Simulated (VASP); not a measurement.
AlNi: single point with r2SCAN

AlNi:

```
Al Ni
1.0
     1.93869   -1.95319    0.00000
     1.93869    1.95319    0.00000
     0.00000    0.00000    3.09943
Al Ni
1 1
Direct
  0.00000 0.00000 0.00000
  0.50000 0.50000 0.50000
```

```
Program             : VASP 6.6.1
Task                : single point
Functional          : r2SCAN
Potentials or basis : VASP PAW PBE potentials, release 64 (Al, Ni)
Cutoff              : 520 eV
k mesh              : 12 × 12 × 12
Occupations         : gaussian, width 0.05 eV
Spin                : no spin polarisation
```

```json
{"Pressure": "0.4 GPa", "Band gap on the k mesh": "zero (an odd number of electrons rules out a gap without spin polarisation)"}
```

Stress tensor (GPa, compression positive):
```
 3.98  0.00  0.00
 0.00  2.11  0.00
 0.00  0.00 -4.83
```

Levels at points of the mesh, in eV from the Fermi level:
| k point | band 4 | band 5 | band 6 | band 7 | band 8 | band 9 | band 10 | band 11 |
| --- | --- | --- | --- | --- | --- | --- | --- | --- |
| (0.00, 0.00, 0.00) | -1.67 | -1.66 | -1.40 | 3.19 | 7.45 | 7.57 | 7.62 | 9.02 |
| (0.50, 0.00, 0.00) | -2.81 | -2.14 | -1.54 | -0.30 | 8.24 | 8.34 | 10.00 | 12.31 |
| (0.50, 0.50, 0.00) | -2.50 | -2.49 | -2.45 | -0.79 | 2.37 | 3.59 | 11.71 | 14.33 |
| (0.00, 0.00, 0.50) | -2.13 | -2.10 | -1.36 | -1.25 | 8.82 | 11.87 | 11.91 | 12.31 |
| (0.50, 0.00, 0.50) | -3.05 | -2.06 | -1.93 | -1.23 | 1.47 | 2.44 | 14.74 | 16.36 |
| (0.50, 0.50, 0.50) | -1.20 | -0.78 | 1.90 | 2.18 | 2.31 | 4.27 | 4.37 | 4.74 |

Run time: 5.5 min on 1 thread of Intel Xeon 8259CL, with other jobs on the host, peak memory 0.22 GiB.

Caveat: the PAW data sets were made with another functional, which shifts forces and pressure a little. Spin polarisation is off, so any magnetic state and its effect on volume and gap are missing.
